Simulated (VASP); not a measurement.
Input of a VASP 6.6.1 run:

Contents of POSCAR:

```
SnTe3
1.0
    0.0000000000      3.8612190000      3.8612190000
    3.8612190000      0.0000000000      3.8612190000
    3.8612190000      3.8612190000      0.0000000000
Te Sn
3 1
Direct
    0.5000000000      0.5000000000      0.5000000000
    0.7500000000      0.7500000000      0.7500000000
    0.2500000000      0.2500000000      0.2500000000
    0.0000000000      0.0000000000      0.0000000000
```

File INCAR.step1:

```
SYSTEM = SnTe3
PREC = Accurate ; ENCUT = 520
EDIFF = 1E-5 ; ISMEAR = -1
SIGMA = 0.05 ; LREAL = .FALSE.
LASPH = .TRUE. ; NELM = 80
ALGO = Normal ; ISIF = 2
LWAVE = .TRUE. ; LCHARG = .FALSE.
GGA = PE ; NBANDS = 24
```

The input INCAR.step2:

```
SYSTEM = SnTe3
PREC = Accurate ; ENCUT = 520
EDIFF = 1E-7 ; ISMEAR = -1
SIGMA = 0.05 ; LREAL = .FALSE.
LASPH = .TRUE. ; NELM = 80
ALGO = Normal ; ISIF = 2
LWAVE = .FALSE. ; LCHARG = .FALSE.
METAGGA = R2SCAN ; LHFCALC = .TRUE.
AEXX = 0.15 ; LMIXTAU = .TRUE.
PRECFOCK = Normal ; ISTART = 1
NBANDS = 24
```

The input KPOINTS:

```
regular mesh
0
G
  4 4 4
  0 0 0
```

Potentials or basis: VASP PAW PBE potentials, release 64 (Te, Sn_d).

Run with:

```console
$ cat potpaw_PBE.64/Te/POTCAR potpaw_PBE.64/Sn_d/POTCAR > POTCAR
$ cp INCAR.step1 INCAR
$ mpirun -np 1 vasp_std > vasp.out
$ cp INCAR.step2 INCAR
$ mpirun -np 1 vasp_std > vasp.out
```

**Question.** Estimate the pressure.

**Answer.** -1.2 GPa.

**Question.** What does it give for the band gap on the k mesh?

**Answer.** Zero (bands 16 and 17 overlap by 2.88 eV).

Caveat: the PAW data sets were made with another functional, which shifts forces and pressure a little; spin-orbit coupling is left out, which moves the levels of the heavy elements.
